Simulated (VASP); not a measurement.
# ZrC (Fm-3m) in VASP: single point with PBE

Aim: the single point of ZrC with PBE.

Everything below comes from runs of VASP 6.6.1. Logs are shortened: lines on timing, memory, paths and dates and some standing lists are left out, and cuts for length are marked.

### Step 1. The cell of the first run

Symmetry: Fm-3m, No. 225, cubic system. The conventional cell has a = 4.299 Å, b = 4.299 Å, c = 4.299 Å, α = 90.00°, β = 90.00°, γ = 90.00°. C (site symmetry m-3m) has 6 Zr at 2.15 Å within 2.8 Å. Within 2.8 Å of Zr (site symmetry m-3m) lie 6 C at 2.15 Å.

### Step 2. Single point, PBE

INCAR reads:

```
SYSTEM = ZrC
PREC = Accurate
ENCUT = 600
EDIFF = 1E-6
ISMEAR = 0
SIGMA = 0.0199
LREAL = .FALSE.
LASPH = .TRUE.
NELM = 120
ALGO = Normal
ISIF = 2
LWAVE = .FALSE.
LCHARG = .FALSE.
GGA = PE
NBANDS = 15
GGA_COMPAT = .FALSE.
```

KPOINTS reads:

```
Automatic mesh
0
G
  10 10 10
  0 0 0
```

POSCAR reads:

```
ZrC
1.0
    0.0000000000      2.1494810000      2.1494810000
    2.1494810000      0.0000000000      2.1494810000
    2.1494810000      2.1494810000      0.0000000000
C Zr
1 1
Direct
    0.5000000000      0.5000000000      0.5000000000
    0.0000000000      0.0000000000      0.0000000000
```

Potentials or basis: VASP PAW PBE potentials, release 64 (C, Zr_sv).

The run is started by

```
$ cat potpaw_PBE.64/C/POTCAR potpaw_PBE.64/Zr_sv/POTCAR > POTCAR
$ mpirun -np 1 vasp_std > vasp.out
```

OUTCAR:

```text
SYSTEM = ZrC
   PREC = Accurate
   ENCUT = 600
   EDIFF = 1E-6
   ISMEAR = 0
   LREAL = .FALSE.
   LASPH = .TRUE.
   NELM = 120
   ISIF = 2
   GGA = PE

 ion  position               nearest neighbor table
   1  0.500  0.500  0.500-   2 2.15   2 2.15   2 2.15   2 2.15   2 2.15   2 2.15
   2  0.000  0.000  0.000-   1 2.15   1 2.15   1 2.15   1 2.15   1 2.15   1 2.15

  LATTYP: Found a face centered cubic cell.
 ALAT       =     4.2989620000

  Lattice vectors:

 A1 = (   0.0000000000,   2.1494810000,   2.1494810000)
 A2 = (   2.1494810000,   0.0000000000,   2.1494810000)
 A3 = (   2.1494810000,   2.1494810000,   0.0000000000)

Analysis of symmetry for initial positions (statically):
=====================================================================
 Subroutine PRICEL returns:
 Original cell was already a primitive cell.

 Routine SETGRP: Setting up the symmetry group for a
 face centered cubic supercell.

 Subroutine GETGRP returns: Found 48 space group operations
 (whereof 48 operations were pure point group operations)
 out of a pool of 48 trial point group operations.

The static configuration has the point symmetry O_h .

Analysis of symmetry for dynamics (positions and initial velocities):
=====================================================================
 Subroutine PRICEL returns:
 Original cell was already a primitive cell.

 Routine SETGRP: Setting up the symmetry group for a
 face centered cubic supercell.

 Subroutine GETGRP returns: Found 48 space group operations
 (whereof 48 operations were pure point group operations)
 out of a pool of 48 trial point group operations.

The dynamic configuration has the point symmetry O_h .

 Subroutine INISYM returns: Found 48 space group operations
 (whereof 48 operations are pure point group operations),
 and found     1 'primitive' translations

----------------------------------------------------------------------------------------

                                     Primitive cell

  volume of cell :      19.8624

  direct lattice vectors                    reciprocal lattice vectors
     0.000000000  2.149481000  2.149481000    -0.232614292  0.232614292  0.232614292
     2.149481000  0.000000000  2.149481000     0.232614292 -0.232614292  0.232614292
     2.149481000  2.149481000  0.000000000     0.232614292  0.232614292 -0.232614292

  length of vectors
     3.039825182  3.039825182  3.039825182     0.402899772  0.402899772  0.402899772

  position of ions in fractional coordinates (direct lattice)
     0.500000000  0.500000000  0.500000000
     0.000000000  0.000000000  0.000000000

  ion indices of the primitive-cell ions
   primitive index   ion index
                 1           1
                 2           2

----------------------------------------------------------------------------------------

 KPOINTS: Automatic mesh

Automatic generation of k-mesh.
 Grid dimensions read from file:
 generate k-points for:   10   10   10

 Generating k-lattice:

  Cartesian coordinates                     Fractional coordinates (reciprocal lattice)
    -0.023261429  0.023261429  0.023261429     0.100000000  0.000000000  0.000000000
     0.023261429 -0.023261429  0.023261429     0.000000000  0.100000000  0.000000000
     0.023261429  0.023261429 -0.023261429     0.000000000  0.000000000  0.100000000

  Length of vectors
     0.040289977  0.040289977  0.040289977

  Shift w.r.t. Gamma in fractional coordinates (k-lattice)
     0.000000000  0.000000000  0.000000000

 Subroutine IBZKPT returns following result:
 ===========================================

 Found     47 irreducible k-points:

 Following reciprocal coordinates:
            Coordinates               Weight
  0.000000  0.000000  0.000000      1.000000
  0.100000  0.000000  0.000000      8.000000
  0.200000  0.000000  0.000000      8.000000
  0.300000  0.000000  0.000000      8.000000
  0.400000  0.000000  0.000000      8.000000
  0.500000  0.000000  0.000000      4.000000
[... 16 lines left out ...]
  0.300000  0.300000  0.000000      6.000000
  0.400000  0.300000  0.000000     24.000000
 [... further k-points ...]
   k-points           NKPTS =     47   k-points in BZ     NKDIM =     47   number of bands    NBANDS=     15
   number of dos      NEDOS =    301   number of ions     NIONS =      2
   total plane-waves  NPLWV =  13824
   dimension x,y,z NGX =    24 NGY =   24 NGZ =   24
   dimension x,y,z NGXF=    48 NGYF=   48 NGZF=   48
   ions per type =               1   1
   NGX,Y,Z   is equivalent  to a cutoff of  13.13, 13.13, 13.13 a.u.
   NGXF,Y,Z  is equivalent  to a cutoff of  26.25, 26.25, 26.25 a.u.
 SYSTEM =  ZrC
   PREC   = accura    normal or accurate (medium, high low for compatibility)
   ISTART =      0    job   : 0-new  1-cont  2-samecut
   ICHARG =      2    charge: 1-file 2-atom 10-const
   ISPIN  =      1    spin polarized calculation?
   LNONCOLLINEAR =      F non collinear calculations
   LSORBIT =      F    spin-orbit coupling
   LASPH  =      T    aspherical Exc in radial PAW
   ENCUT  =  600.0 eV  44.10 Ry    6.64 a.u.   6.07  6.07  6.07*2*pi/ulx,y,z
   NELM   =    120;   NELMIN=  2; NELMDL= -5     # of ELM steps
   EDIFF  = 0.1E-05   stopping-criterion for ELM
   LREAL  =      F    real-space projection
   EDIFFG = 0.1E-04   stopping-criterion for IOM
   NSW    =      0    number of steps for IOM
   IBRION =     -1    ionic relax: 0-MD 1-quasi-New 2-CG
   NFREE  =      0    steps in history (QN), initial steepest desc. (CG)
   ISIF   =      2    stress and relaxation
   ISYM   =      2    0-nonsym 1-usesym 2-fastsym
   POTIM  = 0.5000    time-step for ionic-motion
   TEBEG  =    0.0;   TEEND  =   0.0 temperature during run
   PSTRESS=    0.0 pullay stress
   NELECT =      16.0000    total number of electrons
   NUPDOWN=      -1.0000    fix difference up-down
   EMIN   =  10.00;   EMAX   =-10.00  energy-range for DOS
   EFERMI =   0.00;   METHOD = LEGACY
   ISMEAR =     0;   SIGMA  =   0.02  broadening in eV -4-tet -1-fermi 0-gaus
   EFERMI_NEDOS =   21; number of points for ismear=-14 and -15
   IALGO  =     38    algorithm
   IMIX   =      4    mixing-type and parameters
     AMIX     =   0.40;   BMIX     =  1.00
     AMIX_MAG =   1.60;   BMIX_MAG =  1.00
  volume/ion in A,a.u.               =       9.93        67.02
  Fermi-wavevector in a.u.,A,eV,Ry     =   1.523250  2.878525 31.569474  2.320291
  Thomas-Fermi vector in A             =   2.631719
   LORBIT       =      0    0 simple, 1 ext, 2 COOP (PROOUT), +10 PAW based schemes
   GGA     = PE    functional components
   LHFCALC =     F    Hartree Fock is set to
   AEXX    =    0.0000 exact exchange contribution
   IVDW    =     0    specifies the selected vdW correction
   LEPSILON=     F    determine dielectric tensor
   LRPA    =     F    only Hartree local field effects (RPA)
 non-spin polarized calculation
 Gauss-broadening in eV      SIGMA  =   0.02
  energy-cutoff  :      600.00
  volume of cell :       19.86
 maximum number of plane-waves:       678
   NGX = 13   NGY = 13   NGZ = 13

 number of electron      16.0000000 magnetization

 Free energy of the ion-electron system (eV)
  ---------------------------------------------------
  ext. energy  EPLUGINS =         0.00000000
  ---------------------------------------------------
  free energy    TOTEN  =       -17.82341091 eV

  energy without entropy =      -17.82341091  energy(sigma->0) =      -17.82341091

 E-fermi :  13.1411     XC(G=0): -13.5165

 val. band max:       12.9953258219   @ k =   0.1000   0.1000   0.0000
 cond. band min:      13.2695922350   @ k =   0.4000   0.4000   0.0000
 fundamental gap:      0.2742664131
 Fermi energy:        13.1410560847

 k-point     1 :       0.0000    0.0000    0.0000
  band No.  band energies     occupation
      1     -34.2012      2.00000
      2     -11.5591      2.00000
      3     -11.5591      2.00000
      4     -11.5591      2.00000
      5       0.9542      2.00000
      6      14.0096      0.00000
      7      14.0096      0.00000
      8      14.0096      0.00000
      9      14.1106      0.00000
     10      14.1106      0.00000
     11      14.1106      0.00000
     12      16.6146      0.00000
     13      16.6146      0.00000
     14      23.7132      0.00000
     15      23.9214      0.00000

 k-point     2 :       0.1000    0.0000    0.0000
  band No.  band energies     occupation
      1     -34.1708      2.00000
      2     -11.7950      2.00000
      3     -11.5756      2.00000
      4     -11.5756      2.00000
      5       1.3172      2.00000
      6      12.4391      2.00000
      7      12.7224      2.00000
      8      12.7224      2.00000
      9      14.6131      0.00000
     10      14.6131      0.00000
     11      15.1817      0.00000
     12      18.0529      0.00000
     13      18.0529      0.00000
     14      24.1418      0.00000
     15      24.8007      0.00000

 k-point     3 :       0.2000    0.0000    0.0000
  band No.  band energies     occupation
      1     -34.0903      2.00000
      2     -12.3710      2.00000
      3     -11.6181      2.00000
      4     -11.6181      2.00000
      5       2.2598      2.00000
      6      10.6587      2.00000
      7      11.1937      2.00000
      8      11.1937      2.00000
      9      15.5184      0.00000
     10      15.5184      0.00000
     11      15.9445      0.00000
     12      20.5609      0.00000
     13      20.5609      0.00000
     14      24.9646      0.00000
     15      27.0150      0.00000
[... 343 lines left out ...]
 k-point    23 :       0.3000    0.3000    0.0000
  band No.  band energies     occupation
      1     -33.9184      2.00000
      2     -12.8350      2.00000
      3     -12.0192      2.00000
      4     -12.0192      2.00000
      5       2.5330      2.00000
      6       9.2999      2.00000
      7      11.1969      2.00000
      8      12.8056      2.00000
      9      12.8056      2.00000
     10      18.0381      0.00000
     11      19.9030      0.00000
     12      19.9030      0.00000
     13      23.1778      0.00000
     14      28.1884      0.00000
     15      31.4683      0.00000

 k-point    24 :       0.4000    0.3000    0.0000
  band No.  band energies     occupation
      1     -33.8519      2.00000
      2     -13.0798      2.00000
      3     -12.1584      2.00000
      4     -12.0877      2.00000
      5       2.4459      2.00000
      6       9.8077      2.00000
      7      10.6645      2.00000
      8      12.4202      2.00000
      9      13.3104      0.00000
     10      19.1374      0.00000
     11      20.4794      0.00000
     12      20.5959      0.00000
     13      24.0419      0.00000
     14      27.9310      0.00000
     15      30.0953      0.00000

 [... further k-points ...]
[... 5 lines left out ...]
  --------------------------------------------------------------------------------------
  -------------------------------------------------------------------------------------
  Total       12.9828440     12.9828440     12.9828440      0.0000000      0.0000000     -0.0000000
  in kB     1047.2481282   1047.2481282   1047.2481282      0.0000000      0.0000000     -0.0000000
  external PRESSURE =    1047.2481282 kB  Pullay stress =       0.0000000 kB

 VOLUME and BASIS-vectors are now :
 -----------------------------------------------------------------------------
  energy-cutoff  :      600.00
  volume of cell :       19.86
      direct lattice vectors                 reciprocal lattice vectors
     0.000000000  2.149481000  2.149481000    -0.232614292  0.232614292  0.232614292
     2.149481000  0.000000000  2.149481000     0.232614292 -0.232614292  0.232614292
     2.149481000  2.149481000  0.000000000     0.232614292  0.232614292 -0.232614292

 POSITION                                       TOTAL-FORCE (eV/Angst)
 -----------------------------------------------------------------------------------
      2.14948      2.14948      2.14948        -0.000000      0.000000     -0.000000
      0.00000      0.00000      0.00000         0.000000     -0.000000      0.000000
 -----------------------------------------------------------------------------------
    total drift:                                0.000000     -0.000000     -0.000000

  FREE ENERGIE OF THE ION-ELECTRON SYSTEM (eV)
  ---------------------------------------------------
  free  energy   TOTEN  =       -17.8234109091 eV

  energy  without entropy=      -17.8234109091  energy(sigma->0) =      -17.82341091
```

Wall time 6.2 s (1 thread of Intel Xeon 6975P-C (Granite Rapids), shared host); peak memory 0.14 GiB.

Results:

```yaml
Free_energy: -17.8234 eV
Pressure: 104.7 GPa
Band_gap_on_the_k_mesh: zero (band 8 reaches 14.01 eV, above the bottom of band 9 at 12.62 eV)
```
